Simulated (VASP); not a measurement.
Set up this calculation in VASP 6.6.1, as the native input.

* Task: single point
* Functional: PBE
* Dispersion: D3(BJ)
* Potentials or basis: VASP PAW PBE potentials, release 64 (Ag, Cl, F)
* Cutoff: 520 eV
* k mesh: 6 × 6 × 6
* Occupations: gaussian, width 0.1 eV
* Spin: no spin polarisation
* Dipole correction: no
* Further INCAR settings: ALGO = Normal; EDIFF = 1e-07; NBANDS = 26

The structure of Ag2ClF lies in POSCAR:

```
Ag2ClF
1.0
    1.9426401165      1.1215837942      5.3429270740
   -1.9426401165      1.1215837942      5.3429270740
    0.0000000000     -2.2431675884      5.3429270740
Ag Cl F
2 1 1
Direct
    0.2636985812      0.2636985812      0.2636985812
    0.7363014188      0.7363014188      0.7363014188
    0.5000000000      0.5000000000      0.5000000000
    0.0000000000      0.0000000000      0.0000000000
```

One way to write it, as run:

INCAR

```
SYSTEM = Ag2ClF
PREC     = Accurate       ! precision mode
ENCUT    = 520            ! plane-wave cutoff, eV
EDIFF    = 1E-7           ! SCF threshold, eV
ISMEAR   = 0              ! smearing method
SIGMA    = 0.1            ! smearing width, eV
LREAL    = .False.        ! projectors in reciprocal space
LASPH    = .True.         ! aspherical terms in the spheres
NELM     = 100            ! most SCF steps
ALGO     = Normal         ! electronic algorithm
ISIF     = 2              ! what is computed and relaxed
LWAVE    = .False.        ! write WAVECAR
LCHARG   = .True.         ! write CHGCAR
GGA      = PE             ! functional
IVDW     = 12             ! dispersion correction
LELF     = .True.         ! ELF
LVHAR    = .True.       
NBANDS   = 26             ! bands
```

KPOINTS

```
regular mesh
0
Gamma
  6 6 6
  0 0 0
```

Potentials or basis: VASP PAW PBE potentials, release 64 (Ag, Cl, F).

Command:

```console
$ cat potpaw_PBE.64/Ag/POTCAR potpaw_PBE.64/Cl/POTCAR potpaw_PBE.64/F/POTCAR > POTCAR
$ mpirun -np 1 vasp_std > vasp.out
```

It gave:

The pressure is -0.3 GPa. The largest force is 0.005 eV/Å. The band gap on the k mesh is zero (filled and empty bands touch) and the dispersion energy per atom is -0.299 eV.

Caveat: semilocal functionals underestimate gaps, and a narrow one can read as zero.

Wall time 88 s on 1 thread of Intel(R) Xeon(R) Platinum 8488C (Sapphire Rapids), with other jobs on the host, peak memory 0.36 GiB.
